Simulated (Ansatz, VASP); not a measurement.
One calculation of TiHg, two programs

File INCAR:

```
SYSTEM = TiHg
  PREC = Accurate
  ENCUT = 520
  EDIFF = 1E-8
  ISMEAR = -1
  SIGMA = 0.08
  LREAL = .FALSE.
  LASPH = .TRUE.
  NELM = 100
  ALGO = Normal
  ISIF = 2
  LWAVE = .FALSE.
  LCHARG = .FALSE.
  GGA = CA
  LEFG = .TRUE.
  NBANDS = 19
```

KPOINTS

```
Automatic mesh
0
G
  14 14 10
  0 0 0
```

File POSCAR:

```
TiHg
1.0
    2.9488200000      0.0000000000      0.0000000000
    0.0000000000      2.9488200000      0.0000000000
    0.0000000000      0.0000000000      4.0410000000
Ti Hg
1 1
Direct
    0.5000000000      0.5000000000      0.5000000000
    0.0000000000      0.0000000000      0.0000000000
```

Input for Ansatz:

```yaml
crystal:
  lattice:
    - [2.94882, 0.0, 0.0]
    - [0.0, 2.94882, 0.0]
    - [0.0, 0.0, 4.041]
  atoms:
    - { symbol: Ti, position: [0.5, 0.5, 0.5] }
    - { symbol: Hg, position: [0.0, 0.0, 0.0] }
kpoints:
  mp_grid: { grid: [14, 14, 10] }
scf:
  occupations: { method: fermi_dirac, width: 0.08 }
hamiltonian:
  xc: lda
  pseudopotentials: { kind: all_electron, datasets: crystal }
output:
  forces: true
  stress: true
  eigenvalues: true
  efg: { contact_densities: true }
```

Change from the starting cell: equal xx and yy strain of -2 %, crystal datasets.

Alike in both runs: task electric field gradients; functional LDA; k mesh 14 × 14 × 10; occupations fermi-dirac, width 0.08 eV; no spin polarisation.

|  | VASP | Ansatz |
| --- | --- | --- |
| version | VASP 6.6.1 | Ansatz 0.2.0 |
| potentials or method | VASP PAW LDA potentials, release 64 (Ti_sv, Hg), cutoff 520 eV | all-electron PAW with datasets made for the crystal, scalar-relativistic |

|  | VASP | Ansatz | Ansatz less VASP |
| --- | --- | --- | --- |
| pressure (GPa) | -1.1 | -2.1 | -1.03 |
| traceless stress, the component that is largest in VASP (GPa) | -0.15 | -0.11 | +0.039 |
| size of Vzz on the site where it differs most (V/Å²) | 224.2 | 219.7 | -4.59 |

LDA's correlation is that of Perdew and Zunger in VASP and of Perdew and Wang (1992) in Ansatz. Ansatz ran all-electron here, and VASP with PAW potentials.

Neither program's run includes spin-orbit coupling.
